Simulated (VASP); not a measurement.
# SnSe2 (P1) in VASP: single point with PBE

Aim: the single point of SnSe2 with PBE.

Program: VASP 6.6.1. These are calculated values, not measurements. Logs are shortened: lines on timing, memory, paths and dates and some standing lists are left out, and cuts for length are marked.

### Step 1. The cell of the first run

The typed cell holds 12 atoms: a = 7.650 Å, b = 7.650 Å, c = 6.227 Å, α = 90.00°, β = 90.00°, γ = 120.00°.

### Step 2. Single point, PBE

INCAR

```
SYSTEM = SnSe2
PREC = Accurate
ENCUT = 520
EDIFF = 1E-6
ISMEAR = -1
SIGMA = 0.039
LREAL = .FALSE.
LASPH = .TRUE.
NELM = 100
ALGO = Normal
ISIF = 2
LWAVE = .FALSE.
LCHARG = .TRUE.
GGA = PE
LELF = .TRUE.
LVHAR = .TRUE.
NBANDS = 64
```

KPOINTS

```
Automatic mesh
0
G
  3 3 2
  0 0 0
```

POSCAR

```
SnSe2
1.0
    7.6502986386      0.0000000000      0.0000000000
   -3.8251493193      6.6253529676      0.0000000000
    0.0000000000      0.0000000000      6.2270792392
Sn Se
4 8
Direct
   -0.0058626268     -0.0032476760      0.0040041244
   -0.0066548485      0.4977179354     -0.0032797077
    0.5019195158     -0.0029773508     -0.0043733184
    0.5054494807      0.5036071310      0.0023717379
    0.1703736477      0.3467750339      0.2632333614
    0.3130596052      0.1553281772      0.7350605034
    0.1710641893      0.8448752885      0.2608152133
    0.3421347164      0.6608384521      0.7352429324
    0.6674650792      0.3256498198      0.2573458500
    0.8477862129      0.1652784396      0.7461059706
    0.6601696303      0.8294504499      0.2376565229
    0.8335785312      0.6699110254      0.7601886564
```

Potentials or basis: VASP PAW PBE potentials, release 64 (Sn_d, Se).

On the command line:

```sh
$ cat potpaw_PBE.64/Sn_d/POTCAR potpaw_PBE.64/Se/POTCAR > POTCAR
$ mpirun -np 1 vasp_std > vasp.out
```

OUTCAR:

```text
SYSTEM = SnSe2
   PREC = Accurate
   ENCUT = 520
   EDIFF = 1E-6
   ISMEAR = -1
   LREAL = .FALSE.
   LASPH = .TRUE.
   NELM = 100
   ISIF = 2
   GGA = PE

 ion  position               nearest neighbor table
   1  0.994  0.997  0.004-  10 2.63  12 2.64  11 2.65   6 2.70   7 2.70   5 2.83   4 3.76
   2  0.993  0.498  0.997-  12 2.65   9 2.70  10 2.70   5 2.74   7 2.83   8 2.83   4 3.76
   3  0.502  0.997  0.996-  11 2.63   9 2.72   7 2.75   8 2.76  10 2.77   6 2.82
   4  0.505  0.504  0.002-  11 2.61  12 2.65   8 2.70   5 2.75   9 2.76   6 2.85   2 3.76   1 3.76

   5  0.170  0.347  0.263-   2 2.74   4 2.75   1 2.83
   6  0.313  0.155  0.735-   1 2.70   3 2.82   4 2.85
   7  0.171  0.845  0.261-   1 2.70   3 2.75   2 2.83
   8  0.342  0.661  0.735-   4 2.70   3 2.76   2 2.83
   9  0.667  0.326  0.257-   2 2.70   3 2.72   4 2.76
  10  0.848  0.165  0.746-   1 2.63   2 2.70   3 2.77
  11  0.660  0.829  0.238-   4 2.61   3 2.63   1 2.65
  12  0.834  0.670  0.760-   1 2.64   4 2.65   2 2.65

  LATTYP: Found a hexagonal cell.
 ALAT       =     7.6502986386
 C/A-ratio  =     0.8139655108

  Lattice vectors:

 A1 = (   7.6502986386,   0.0000000000,   0.0000000000)
 A2 = (  -3.8251493193,   6.6253529676,   0.0000000000)
 A3 = (   0.0000000000,   0.0000000000,   6.2270792392)

Analysis of symmetry for initial positions (statically):
=====================================================================
 Subroutine PRICEL returns:
 Original cell was already a primitive cell.

 Routine SETGRP: Setting up the symmetry group for a
 hexagonal supercell.

 Subroutine GETGRP returns: Found  1 space group operations
 (whereof  1 operations were pure point group operations)
 out of a pool of 24 trial point group operations.

The static configuration has the point symmetry C_1 .

Analysis of symmetry for dynamics (positions and initial velocities):
=====================================================================
 Subroutine PRICEL returns:
 Original cell was already a primitive cell.

 Routine SETGRP: Setting up the symmetry group for a
 hexagonal supercell.

 Subroutine GETGRP returns: Found  1 space group operations
 (whereof  1 operations were pure point group operations)
 out of a pool of 24 trial point group operations.

The dynamic configuration has the point symmetry C_1 .

 Subroutine INISYM returns: Found  1 space group operations
 (whereof  1 operations are pure point group operations),
 and found     1 'primitive' translations

----------------------------------------------------------------------------------------

                                     Primitive cell

  volume of cell :     315.6253

  direct lattice vectors                    reciprocal lattice vectors
     7.650298639  0.000000000  0.000000000     0.130713851  0.075467677  0.000000000
    -3.825149319  6.625352968  0.000000000     0.000000000  0.150935355  0.000000000
     0.000000000  0.000000000  6.227079239     0.000000000  0.000000000  0.160588931

  length of vectors
     7.650298639  7.650298639  6.227079239     0.150935355  0.150935355  0.160588931

  position of ions in fractional coordinates (direct lattice)
     0.994137373  0.996752324  0.004004124
     0.993345152  0.497717935  0.996720292
     0.501919516  0.997022649  0.995626682
     0.505449481  0.503607131  0.002371738
     0.170373648  0.346775034  0.263233361
     0.313059605  0.155328177  0.735060503
     0.171064189  0.844875288  0.260815213
     0.342134716  0.660838452  0.735242932
     0.667465079  0.325649820  0.257345850
     0.847786213  0.165278440  0.746105971
     0.660169630  0.829450450  0.237656523
     0.833578531  0.669911025  0.760188656

  ion indices of the primitive-cell ions
   primitive index   ion index
                 1           1
                 2           2
                 3           3
                 4           4
                 5           5
                 6           6
                 7           7
                 8           8
                 9           9
                10          10
                11          11
                12          12

----------------------------------------------------------------------------------------

 KPOINTS: Automatic mesh

Automatic generation of k-mesh.
 Grid dimensions read from file:
 generate k-points for:    3    3    2

 Generating k-lattice:

  Cartesian coordinates                     Fractional coordinates (reciprocal lattice)
     0.043571284  0.025155892  0.000000000     0.333333333  0.000000000  0.000000000
     0.000000000  0.050311785  0.000000000     0.000000000  0.333333333  0.000000000
     0.000000000  0.000000000  0.080294466     0.000000000  0.000000000  0.500000000

  Length of vectors
     0.050311785  0.050311785  0.080294466

  Shift w.r.t. Gamma in fractional coordinates (k-lattice)
     0.000000000  0.000000000  0.000000000

 Subroutine IBZKPT returns following result:
 ===========================================

 Found     10 irreducible k-points:

 Following reciprocal coordinates:
            Coordinates               Weight
  0.000000  0.000000  0.000000      1.000000
  0.333333  0.000000  0.000000      2.000000
  0.000000  0.333333  0.000000      2.000000
 -0.333333  0.333333  0.000000      2.000000
  0.333333  0.333333  0.000000      2.000000
  0.000000  0.000000  0.500000      1.000000
  0.333333  0.000000  0.500000      2.000000
  0.000000  0.333333  0.500000      2.000000
 -0.333333  0.333333  0.500000      2.000000
  0.333333  0.333333  0.500000      2.000000
   k-points           NKPTS =     10   k-points in BZ     NKDIM =     10   number of bands    NBANDS=     64
   number of dos      NEDOS =    301   number of ions     NIONS =     12
   total plane-waves  NPLWV = 172800
   dimension x,y,z NGX =    60 NGY =   60 NGZ =   48
   dimension x,y,z NGXF=   120 NGYF=  120 NGZF=   96
   ions per type =               4   8
   NGX,Y,Z   is equivalent  to a cutoff of  13.04, 13.04, 12.81 a.u.
   NGXF,Y,Z  is equivalent  to a cutoff of  26.08, 26.08, 25.63 a.u.
 SYSTEM =  SnSe2
   PREC   = accura    normal or accurate (medium, high low for compatibility)
   ISTART =      0    job   : 0-new  1-cont  2-samecut
   ICHARG =      2    charge: 1-file 2-atom 10-const
   ISPIN  =      1    spin polarized calculation?
   LNONCOLLINEAR =      F non collinear calculations
   LSORBIT =      F    spin-orbit coupling
   LASPH  =      T    aspherical Exc in radial PAW
   ENCUT  =  520.0 eV  38.22 Ry    6.18 a.u.  14.22 14.22 11.58*2*pi/ulx,y,z
   NELM   =    100;   NELMIN=  2; NELMDL= -5     # of ELM steps
   EDIFF  = 0.1E-05   stopping-criterion for ELM
   LREAL  =      F    real-space projection
   EDIFFG = 0.1E-04   stopping-criterion for IOM
   NSW    =      0    number of steps for IOM
   IBRION =     -1    ionic relax: 0-MD 1-quasi-New 2-CG
   NFREE  =      0    steps in history (QN), initial steepest desc. (CG)
   ISIF   =      2    stress and relaxation
   ISYM   =      2    0-nonsym 1-usesym 2-fastsym
   POTIM  = 0.5000    time-step for ionic-motion
   TEBEG  =    0.0;   TEEND  =   0.0 temperature during run
   PSTRESS=    0.0 pullay stress
   NELECT =     104.0000    total number of electrons
   NUPDOWN=      -1.0000    fix difference up-down
   EMIN   =  10.00;   EMAX   =-10.00  energy-range for DOS
   EFERMI =   0.00;   METHOD = LEGACY
   ISMEAR =    -1;   SIGMA  =   0.04  broadening in eV -4-tet -1-fermi 0-gaus
   EFERMI_NEDOS =   21; number of points for ismear=-14 and -15
   IALGO  =     38    algorithm
   IMIX   =      4    mixing-type and parameters
     AMIX     =   0.40;   BMIX     =  1.00
     AMIX_MAG =   1.60;   BMIX_MAG =  1.00
  volume/ion in A,a.u.               =      26.30       177.50
  Fermi-wavevector in a.u.,A,eV,Ry     =   1.130738  2.136785 17.395981  1.278569
  Thomas-Fermi vector in A             =   2.267435
   LORBIT       =      0    0 simple, 1 ext, 2 COOP (PROOUT), +10 PAW based schemes
   GGA     = PE    functional components
   LHFCALC =     F    Hartree Fock is set to
   AEXX    =    0.0000 exact exchange contribution
   IVDW    =     0    specifies the selected vdW correction
   LEPSILON=     F    determine dielectric tensor
   LRPA    =     F    only Hartree local field effects (RPA)
 non-spin polarized calculation
  energy-cutoff  :      520.00
  volume of cell :      315.63
 maximum number of plane-waves:      8513
 NGX is ok and might be reduce to    60
   NGX = 29   NGY = 29   NGZ = 23

 number of electron     104.0000017 magnetization

 Free energy of the ion-electron system (eV)
  ---------------------------------------------------
  ext. energy  EPLUGINS =         0.00000000
  ---------------------------------------------------
  free energy    TOTEN  =       -46.93819317 eV

  energy without entropy =      -46.93789569  energy(sigma->0) =      -46.93804443

 E-fermi :   4.2913     XC(G=0):  -9.3825

 val. band max:        4.0433222664   @ k =   0.3333   0.0000   0.0000
 cond. band min:       4.5006264585   @ k =   0.0000   0.0000   0.5000
 fundamental gap:      0.4573041921
 Fermi energy:         4.2913209296

 k-point     1 :       0.0000    0.0000    0.0000
  band No.  band energies     occupation
      1     -17.3518      2.00000
      2     -17.3411      2.00000
      3     -17.3286      2.00000
      4     -17.2916      2.00000
      5     -17.2884      2.00000
      6     -17.2703      2.00000
[... 56 lines left out ...]
     63       9.0909      0.00000
     64       9.1560      0.00000

 k-point     2 :       0.3333    0.0000    0.0000
  band No.  band energies     occupation
      1     -17.3387      2.00000
      2     -17.3287      2.00000
      3     -17.3174      2.00000
      4     -17.2992      2.00000
      5     -17.2845      2.00000
      6     -17.2766      2.00000
[... 56 lines left out ...]
     63       9.2381      0.00000
     64       9.3331      0.00000

 k-point     3 :       0.0000    0.3333    0.0000
  band No.  band energies     occupation
      1     -17.3396      2.00000
      2     -17.3273      2.00000
      3     -17.3169      2.00000
      4     -17.3012      2.00000
      5     -17.2840      2.00000
      6     -17.2782      2.00000
[... 458 lines left out ...]
     63       9.1411      0.00000
     64       9.2844      0.00000

 k-point    10 :       0.3333    0.3333    0.5000
  band No.  band energies     occupation
      1     -17.3309      2.00000
      2     -17.3170      2.00000
      3     -17.3079      2.00000
      4     -17.3024      2.00000
      5     -17.2945      2.00000
      6     -17.2828      2.00000
[... 56 lines left out ...]
     63       9.4501      0.00000
     64       9.5583      0.00000

------------------------ aborting loop because EDIFF is reached ----------------------------------------

  FORCE on cell =-STRESS in cart. coord.  units (eV):
  Direction    XX          YY          ZZ          XY          YZ          ZX
  --------------------------------------------------------------------------------------
  -------------------------------------------------------------------------------------
  Total        6.1786489      6.1965044      4.9308231     -0.2063386     -0.7693420      0.5153564
  in kB       31.3640618     31.4546998     25.0298475     -1.0474160     -3.9053345      2.6160524
  external PRESSURE =      29.2828697 kB  Pullay stress =       0.0000000 kB

 VOLUME and BASIS-vectors are now :
 -----------------------------------------------------------------------------
  energy-cutoff  :      520.00
  volume of cell :      315.63
      direct lattice vectors                 reciprocal lattice vectors
     7.650298639  0.000000000  0.000000000     0.130713851  0.075467677  0.000000000
    -3.825149319  6.625352968  0.000000000     0.000000000  0.150935355  0.000000000
     0.000000000  0.000000000  6.227079239     0.000000000  0.000000000  0.160588931

 POSITION                                       TOTAL-FORCE (eV/Angst)
 -----------------------------------------------------------------------------------
      3.79272      6.60384      0.02493         0.717725      0.755682      0.512256
      5.69554      3.29756      6.20666         0.844547      0.239972      0.404434
      0.02607      6.60563      6.19985        -0.722421      0.071045     -0.702030
      1.94047      3.33657      0.01477        -0.596573     -1.123626     -0.207019
     -0.02306      2.29751      1.63917         0.023877     -0.228091     -0.271714
      1.80085      1.02910      4.57728         0.618540      0.295055      0.381777
     -1.92308      5.59760      1.62412         0.060530     -0.343715     -0.192972
      0.08963      4.37829      4.57842        -0.402981      0.222934      0.211727
      3.86065      2.15755      1.60251        -0.115218      0.092250     -0.039769
      5.85360      1.09503      4.64606        -0.690522      0.127847     -0.377444
      1.87772      5.49540      1.47991         0.131976      0.200639      1.332446
      3.81461      4.43840      4.73376         0.130521     -0.309992     -1.051693
 -----------------------------------------------------------------------------------
    total drift:                                0.000388     -0.000358      0.000258

  FREE ENERGIE OF THE ION-ELECTRON SYSTEM (eV)
  ---------------------------------------------------
  free  energy   TOTEN  =       -46.9381931717 eV

  energy  without entropy=      -46.9378956938  energy(sigma->0) =      -46.93804443
```

Run time: 8.1 min. Hardware: 1 thread of Intel Xeon 8259CL, shared host; peak memory 0.48 GiB.

Results:

```yaml
Free_energy: -46.9382 eV
Pressure: 2.9 GPa
Largest_force: 1.354 eV/Å
Band_gap_on_the_k_mesh: 0.46 eV
```

Forces on the atoms (eV/Å):
```
Sn   0.718  0.756  0.512
Sn   0.845  0.240  0.404
Sn  -0.722  0.071 -0.702
Sn  -0.597 -1.124 -0.207
Se   0.024 -0.228 -0.272
Se   0.619  0.295  0.382
Se   0.061 -0.344 -0.193
Se  -0.403  0.223  0.212
Se  -0.115  0.092 -0.040
Se  -0.691  0.128 -0.377
Se   0.132  0.201  1.332
Se   0.131 -0.310 -1.052
```

Levels at points of the mesh, in eV from the valence-band top:
| k point | band 50 | band 51 | band 52 | band 53 | band 54 | band 55 |
| --- | --- | --- | --- | --- | --- | --- |
| (0.00, 0.00, 0.00) | -0.30 | -0.22 | -0.15 | 0.86 | 0.91 | 1.03 |
| (0.00, 0.00, 0.50) | -0.49 | -0.20 | -0.15 | 0.46 | 0.62 | 0.71 |

Caveat: the k points lie up to 0.50 Å⁻¹ apart; spin-orbit coupling is left out, which moves the levels of the heavy elements; forces of over 1 eV/Å act on the atoms, so gaps and moduli don't describe the material at rest.
